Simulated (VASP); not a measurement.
Here is a VASP 6.6.1 calculation.

INCAR

```
SYSTEM = CoO
AGGAC = 1.0
AGGAX = 1.0
ALDAC = 0.0
ALDAX = 1.0
ALGO = Normal
EDIFF = 1E-7
ENCUT = 520
GGA = B5
ISIF = 2
ISMEAR = -1
ISPIN = 2
IVDW = 13
LASPH = .TRUE.
LCHARG = .FALSE.
LMAXMIX = 4
LORBIT = 11
LREAL = .FALSE.
LWAVE = .FALSE.
MAGMOM = 2 0
NBANDS = 18
NELM = 150
PREC = Accurate
SIGMA = 0.05
VDW_A1 = 0.44488865
VDW_A2 = 4.0933009
VDW_S6 = 1.0
VDW_S8 = 2.34076671
```

File KPOINTS:

```
k-points
0
G
  11 11 11
  0 0 0
```

POSCAR

```
CoO
1.0
    0.0000000000      2.1232153841      2.1232153841
    2.1232153841      0.0000000000      2.1232153841
    2.1232153841      2.1232153841      0.0000000000
Co O
1 1
Direct
    0.0000000000      0.0000000000      0.0000000000
    0.5000000000      0.5000000000      0.5000000000
```

Potentials or basis: VASP PAW PBE potentials, release 64 (Co, O).

Launch:

```console
$ cat potpaw_PBE.64/Co/POTCAR potpaw_PBE.64/O/POTCAR > POTCAR
$ mpirun -np 1 vasp_std > vasp.out
```

What does it give for the site moments?

Co +2.41; O +0.26 μB.

Predict the pressure.

-0.5 GPa.

Estimate the net moment.

2.72 μB per cell.

Caveat: the PAW data sets were made with another functional, which shifts forces and pressure a little; a cell with one magnetic atom can't hold antiferromagnetic order, which such compounds often take; pairwise dispersion overbinds metals, which lowers pressure and volume.
